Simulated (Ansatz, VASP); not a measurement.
Nb2B4Pt in VASP and in Ansatz

```
Nb B Pt
1.0
     3.12376    0.00000    0.00000
    -1.56188    2.70525    0.00000
     0.00000    0.00000    9.05225
Nb B Pt
2 4 1
Direct
  0.00000 0.00000 0.17929
  0.00000 0.00000 0.82071
  0.33333 0.66667 0.35568
  0.66667 0.33333 0.64432
  0.66667 0.33333 0.00334
  0.33333 0.66667 0.99666
  0.00000 0.00000 0.50000
```

Change from the starting cell: species swapped into the LiTa2S4 type (P-3m1, No. 164).

Alike in both runs: task relaxation of cell and atoms; functional PBE; k mesh 12 × 12 × 4; occupations gaussian, width 0.1 eV; no spin polarisation.

```csv
,VASP,Ansatz
version,VASP 6.6.1,Ansatz 0.2.0
potentials or method,"VASP PAW PBE potentials, release 64 (Nb_sv, B, Pt), cutoff 600 eV","scalar-relativistic, plane waves, PAW"
valence electrons in the cell,48,56
```

VASP gave:

| Item | Value |
| --- | --- |
| gap on the k mesh at the Fermi level, each at its own relaxed structure (eV) | none |
| relaxed volume (Å³/atom) | 10.92 |
| relaxed length of the cell vector where the two differ most in proportion (Å) | 9.059 |

Q: What did Ansatz give for the same quantities?

A: gap on the k mesh at the Fermi level, each at its own relaxed structure (eV): none; relaxed volume (Å³/atom): 10.93; relaxed length of the cell vector where the two differ most in proportion (Å): 9.063.

A gap of «none» marks a metal or a gap that the smearing closes. VASP's potentials hold 48 valence electrons a cell and Ansatz's 56, so a difference there can come from the potentials and not from the codes.

Neither program's run includes spin-orbit coupling.
